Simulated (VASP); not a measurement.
# NiO2 (P-3m1) in VASP: a series of runs, part 2 of 2

VASP 6.6.1.

## Step 4: Single point, LDA (c/a of the conventional cell at fixed volume 1.3905)

INCAR reads:

```
SYSTEM = NiO2
ALGO     = Normal         ! electronic algorithm
EDIFF    = 1E-7           ! SCF threshold, eV
ENCUT    = 520            ! plane-wave cutoff, eV
ISIF     = 2              ! what is computed and relaxed
ISMEAR   = 0              ! smearing method
LASPH    = .True.         ! aspherical terms in the spheres
LCHARG   = .False.        ! write CHGCAR
LREAL    = .False.        ! projectors in reciprocal space
LWAVE    = .False.        ! write WAVECAR
NBANDS   = 18             ! bands
NELM     = 60             ! most SCF steps
PREC     = Accurate       ! precision mode
SIGMA    = 0.05           ! smearing width, eV
```

KPOINTS reads:

```
k-points
0
Gamma
  12 12 6
  0 0 0
```

POSCAR reads:

```
NiO2
1.0
    2.8475295614      0.0000000000      0.0000000000
   -1.4237647807      2.4660329382      0.0000000000
    0.0000000000      0.0000000000      3.9594898551
Ni O
1 2
Direct
    0.0000000000      0.0000000000      0.5000000000
    0.6666666667      0.3333333333      0.7305104846
    0.3333333333      0.6666666667      0.2694895154
```

Potentials or basis: VASP PAW LDA potentials, release 64 (Ni, O).

Command:

```sh
$ cat potpaw_LDA.64/Ni/POTCAR potpaw_LDA.64/O/POTCAR > POTCAR
$ mpirun -np 1 vasp_std > vasp.out
```

OUTCAR:

```text
SYSTEM = NiO2
   EDIFF = 1E-7
   ENCUT = 520
   ISIF = 2
   ISMEAR = 0
   LASPH = .True.
   LREAL = .False.
   NELM = 60
   PREC = Accurate

 ion  position               nearest neighbor table
   1  0.000  0.000  0.500-   2 1.88   3 1.88   2 1.88   3 1.88   2 1.88   3 1.88
   2  0.667  0.333  0.731-   1 1.88   1 1.88   1 1.88
   3  0.333  0.667  0.269-   1 1.88   1 1.88   1 1.88

  LATTYP: Found a hexagonal cell.
 ALAT       =     2.8475295614
 C/A-ratio  =     1.3905000000

  Lattice vectors:

 A1 = (   2.8475295614,   0.0000000000,   0.0000000000)
 A2 = (  -1.4237647807,   2.4660329382,   0.0000000000)
 A3 = (   0.0000000000,   0.0000000000,   3.9594898551)

Analysis of symmetry for initial positions (statically):
=====================================================================
 Subroutine PRICEL returns:
 Original cell was already a primitive cell.

 Routine SETGRP: Setting up the symmetry group for a
 hexagonal supercell.

 Subroutine GETGRP returns: Found 12 space group operations
 (whereof 12 operations were pure point group operations)
 out of a pool of 24 trial point group operations.
[... 160 lines left out ...]
  ext. energy  EPLUGINS =         0.00000000
  ---------------------------------------------------
  free energy    TOTEN  =       -20.08493928 eV

  energy without entropy =      -20.08493928  energy(sigma->0) =      -20.08493928

 E-fermi :   4.2782     XC(G=0): -12.3258

 val. band max:        4.0519034575   @ k =   0.0833   0.0833   0.5000
 cond. band min:       4.5372274354   @ k =   0.3333   0.0000   0.3333
 fundamental gap:      0.4853239778
 Fermi energy:         4.2781618784

 k-point     1 :       0.0000    0.0000    0.0000
  band No.  band energies     occupation
      1     -15.6787      2.00000
      2     -12.5904      2.00000
      3      -2.2291      2.00000
      4      -1.8038      2.00000
      5      -1.8038      2.00000
      6       1.7858      2.00000
[... 481 lines left out ...]
      5      -1.3070      2.00000
      6       0.7094      2.00000
[... 10 lines left out ...]
     17      21.1531      0.00000
     18      23.3856      0.00000

 [... further k-points ...]
[... 5 lines left out ...]
  --------------------------------------------------------------------------------------
  -------------------------------------------------------------------------------------
  Total       -2.6687497     -2.6687497     -0.7748722      0.0000000      0.0000000      0.0000000
  in kB     -153.7843296   -153.7843296    -44.6513222      0.0000000      0.0000000      0.0000000
  external PRESSURE =    -117.4066605 kB  Pullay stress =       0.0000000 kB

 VOLUME and BASIS-vectors are now :
 -----------------------------------------------------------------------------
  energy-cutoff  :      520.00
  volume of cell :       27.80
      direct lattice vectors                 reciprocal lattice vectors
     2.847529561  0.000000000  0.000000000     0.351181604  0.202754794  0.000000000
    -1.423764781  2.466032938  0.000000000     0.000000000  0.405509588  0.000000000
     0.000000000  0.000000000  3.959489855     0.000000000  0.000000000  0.252557788

 POSITION                                       TOTAL-FORCE (eV/Angst)
 -----------------------------------------------------------------------------------
      0.00000      0.00000      1.97974         0.000000      0.000000      0.000000
      1.42376      0.82201      2.89245        -0.000000      0.000000     -0.543488
     -0.00000      1.64402      1.06704         0.000000      0.000000      0.543488
 -----------------------------------------------------------------------------------
    total drift:                                0.000000     -0.000000      0.000000

  FREE ENERGIE OF THE ION-ELECTRON SYSTEM (eV)
  ---------------------------------------------------
  free  energy   TOTEN  =       -20.0849392841 eV

  energy  without entropy=      -20.0849392841  energy(sigma->0) =      -20.08493928
```

It took 18 s on 1 thread of Intel Xeon 6975P-C (Granite Rapids), shared host; peak memory 0.16 GiB.

What came out:

| Property | Result |
| --- | --- |
| Free energy | -20.0849 eV |
| Pressure | -11.7 GPa |
| Largest force | 0.543 eV/Å |
| Band gap on the k mesh | 0.49 eV, indirect (least direct gap 0.83 eV) |

Forces on the atoms (eV/Å):
```
Ni   0.000  0.000  0.000
O    0.000  0.000 -0.543
O    0.000  0.000  0.543
```

## Step 5: Single point, LDA (c/a of the conventional cell at fixed volume 1.3245)

INCAR reads:

```
PREC     = Accurate       # precision mode
ENCUT    = 520            # plane-wave cutoff, eV
EDIFF    = 1E-6           # SCF threshold, eV
ISMEAR   = 0              # smearing method
SIGMA    = 0.05           # smearing width, eV
LREAL    = F              # projectors in reciprocal space
LASPH    = T              # aspherical terms in the spheres
NELM     = 100            # most SCF steps
ALGO     = Normal         # electronic algorithm
ISIF     = 2              # what is computed and relaxed
LWAVE    = F              # write WAVECAR
LCHARG   = F              # write CHGCAR
NBANDS   = 18             # bands
```

KPOINTS reads:

```
regular mesh
0
Gamma
  12 12 6
```

POSCAR reads:

```
NiO2
1.0
    2.8940625823      0.0000000000      0.0000000000
   -1.4470312911      2.5063317164      0.0000000000
    0.0000000000      0.0000000000      3.8331858902
Ni O
1 2
Direct
    0.0000000000      0.0000000000      0.5000000000
    0.6666666667      0.3333333333      0.6948483030
    0.3333333333      0.6666666667      0.3051516970
```

Potentials or basis: VASP PAW LDA potentials, release 64 (Ni, O).

Command:

```sh
$ cat potpaw_LDA.64/Ni/POTCAR potpaw_LDA.64/O/POTCAR > POTCAR
$ mpirun -np 1 vasp_std > vasp.out
```

OUTCAR:

```text
PREC = Accurate
   ENCUT = 520
   EDIFF = 1E-6
   ISMEAR = 0
   LREAL = F
   LASPH = T
   NELM = 100
   ISIF = 2

 ion  position               nearest neighbor table
   1  0.000  0.000  0.500-   2 1.83   3 1.83   3 1.83   2 1.83   2 1.83   3 1.83
   2  0.667  0.333  0.695-   1 1.83   1 1.83   1 1.83
   3  0.333  0.667  0.305-   1 1.83   1 1.83   1 1.83

  LATTYP: Found a hexagonal cell.
 ALAT       =     2.8940625823
 C/A-ratio  =     1.3245000000

  Lattice vectors:

 A1 = (   2.8940625823,   0.0000000000,   0.0000000000)
 A2 = (  -1.4470312911,   2.5063317164,   0.0000000000)
 A3 = (   0.0000000000,   0.0000000000,   3.8331858902)

Analysis of symmetry for initial positions (statically):
=====================================================================
 Subroutine PRICEL returns:
 Original cell was already a primitive cell.

 Routine SETGRP: Setting up the symmetry group for a
 hexagonal supercell.

[... 158 lines left out ...]

 number of electron      21.9999997 magnetization

 Free energy of the ion-electron system (eV)
  ---------------------------------------------------
  ext. energy  EPLUGINS =         0.00000000
  ---------------------------------------------------
  free energy    TOTEN  =       -19.78017969 eV

  energy without entropy =      -19.78017969  energy(sigma->0) =      -19.78017969

 E-fermi :   4.5034     XC(G=0): -12.1889

 val. band max:        4.3021554072   @ k =   0.0833  -0.0000   0.5000
 cond. band min:       4.7051614318   @ k =   0.3333  -0.0000   0.3333
 fundamental gap:      0.4030060246
 Fermi energy:         4.5033659074

 k-point     1 :       0.0000    0.0000    0.0000
  band No.  band energies     occupation
      1     -16.3405      2.00000
      2     -12.1924      2.00000
      3      -2.7824      2.00000
      4      -2.7824      2.00000
      5      -1.8717      2.00000
      6       1.8126      2.00000
[... 481 lines left out ...]
      5      -1.1872      2.00000
      6       0.6020      2.00000
[... 10 lines left out ...]
     17      22.3172      0.00000
     18      23.3166      0.00000

 [... further k-points ...]
[... 5 lines left out ...]
  --------------------------------------------------------------------------------------
  -------------------------------------------------------------------------------------
  Total        0.0584798      0.0584798      3.0478889      0.0000000      0.0000000     -0.0000000
  in kB        3.3698454      3.3698454    175.6318859      0.0000000      0.0000000     -0.0000000
  external PRESSURE =      60.7905256 kB  Pullay stress =       0.0000000 kB

 VOLUME and BASIS-vectors are now :
 -----------------------------------------------------------------------------
  energy-cutoff  :      520.00
  volume of cell :       27.80
      direct lattice vectors                 reciprocal lattice vectors
     2.894062582  0.000000000  0.000000000     0.345535030  0.199494742  0.000000000
    -1.447031291  2.506331716  0.000000000     0.000000000  0.398989485  0.000000000
     0.000000000  0.000000000  3.833185890     0.000000000  0.000000000  0.260879600

 POSITION                                       TOTAL-FORCE (eV/Angst)
 -----------------------------------------------------------------------------------
      0.00000      0.00000      1.91659         0.000000      0.000000      0.000000
      1.44703      0.83544      2.66348         0.000000      0.000000      2.082046
     -0.00000      1.67089      1.16970        -0.000000     -0.000000     -2.082046
 -----------------------------------------------------------------------------------
    total drift:                                0.000000     -0.000000     -0.000000

  FREE ENERGIE OF THE ION-ELECTRON SYSTEM (eV)
  ---------------------------------------------------
  free  energy   TOTEN  =       -19.7801796859 eV

  energy  without entropy=      -19.7801796858  energy(sigma->0) =      -19.78017969
```

OSZICAR:

```text
N       E                     dE             d eps       ncg     rms          rms(c)
DAV:   1     0.154649430819E+03    0.15465E+03   -0.11874E+04  3680   0.153E+03
DAV:   2    -0.149730166258E+02   -0.16962E+03   -0.15824E+03  3782   0.325E+02
DAV:   3    -0.276596180967E+02   -0.12687E+02   -0.12532E+02  4086   0.101E+02
DAV:   4    -0.278165898680E+02   -0.15697E+00   -0.15684E+00  4176   0.113E+01
DAV:   5    -0.278189228321E+02   -0.23330E-02   -0.23327E-02  4184   0.141E+00    0.295E+01
DAV:   6    -0.343310125575E+02   -0.65121E+01   -0.58879E+01  4476   0.178E+02    0.508E+01
DAV:   7    -0.199020978552E+02    0.14429E+02   -0.20683E+01  4258   0.122E+02    0.544E+00
DAV:   8    -0.198172102324E+02    0.84888E-01   -0.23663E+00  5176   0.229E+01    0.307E+00
DAV:   9    -0.197986155940E+02    0.18595E-01   -0.24403E-01  5134   0.127E+01    0.119E+00
DAV:  10    -0.197819033358E+02    0.16712E-01   -0.69706E-02  3914   0.715E+00    0.435E-01
DAV:  11    -0.197802372826E+02    0.16661E-02   -0.54414E-03  5364   0.119E+00    0.128E-01
DAV:  12    -0.197802177310E+02    0.19552E-04   -0.43614E-04  3886   0.193E-01    0.849E-02
DAV:  13    -0.197801825435E+02    0.35188E-04   -0.10172E-04  3970   0.219E-01    0.211E-02
DAV:  14    -0.197801821744E+02    0.36915E-06   -0.22538E-05  5396   0.121E-01    0.203E-02
DAV:  15    -0.197801798456E+02    0.23287E-05   -0.83142E-06  3944   0.649E-02    0.476E-03
DAV:  16    -0.197801796859E+02    0.15972E-06   -0.44606E-07  1980   0.164E-02
   1 F= -.19780180E+02 E0= -.19780180E+02  d E =-.376442E-10
```

stdout:

```text
POSCAR found type information on POSCAR NiO
 POSCAR found :  2 types and       3 ions
 scaLAPACK will be used
 LDA part: xc-table for (Slater(with rela. corr.)+CA(PZ))
 , standard interpolation
 POSCAR, INCAR and KPOINTS ok, starting setup
 FFT: planning ... GRIDC
 FFT: planning ... GRID_SOFT
 FFT: planning ... GRID
 WAVECAR not read
 entering main loop
```

It took 18 s on 1 thread of Intel Xeon 6975P-C (Granite Rapids), shared host; peak memory 0.16 GiB.

Results:

```yaml
Free_energy: -19.7802 eV
Pressure: 6.1 GPa
Largest_force: 2.082 eV/Å
Band_gap_on_the_k_mesh: 0.40 eV, indirect (least direct gap 0.75 eV)
```

Forces in eV/Å, atoms in the order of the input:
```
Ni   0.000  0.000  0.000
O    0.000  0.000  2.082
O    0.000  0.000 -2.082
```

Stress tensor (GPa, compression positive):
```
 0.34  0.00  0.00
 0.00  0.34  0.00
 0.00  0.00 17.56
```

Caveat: forces of over 1 eV/Å act on the atoms, so gaps and moduli don't describe the material at rest.

## Step 6: Summary

| cell | gap on the mesh (eV) | pressure (GPa) | largest force (eV/Å) |
| --- | --- | --- | --- |
| a = 2.894, b = 2.894, c = 3.833 Å, angles 90.0, 90.0, 120.0°, 3 atoms | 0.40 | 6.1 | 2.08 |
| a = 2.804, b = 2.804, c = 4.084 Å, angles 90.0, 90.0, 120.0°, 3 atoms | 0.61 | 15.7 | 2.26 |
| a = 2.848, b = 2.848, c = 3.959 Å, angles 90.0, 90.0, 120.0°, 3 atoms | 0.49 | -11.7 | 0.54 |

Some of these runs hold the atoms at other places in the same cell, which the table doesn't show; runs alike in all that it shows share one row.

Alike in all rows: task single point; level LDA; potentials or basis VASP PAW LDA potentials, release 64 (Ni, O); no spin polarisation; k mesh 12 × 12 × 6; cutoff (eV) 520; smearing gaussian 0.05 eV.

Caveats: forces of over 1 eV/Å act on the atoms, so gaps and moduli don't describe the material at rest (some runs).

Total energies depend on the potentials used, so only differences within one code and one set of settings carry meaning.
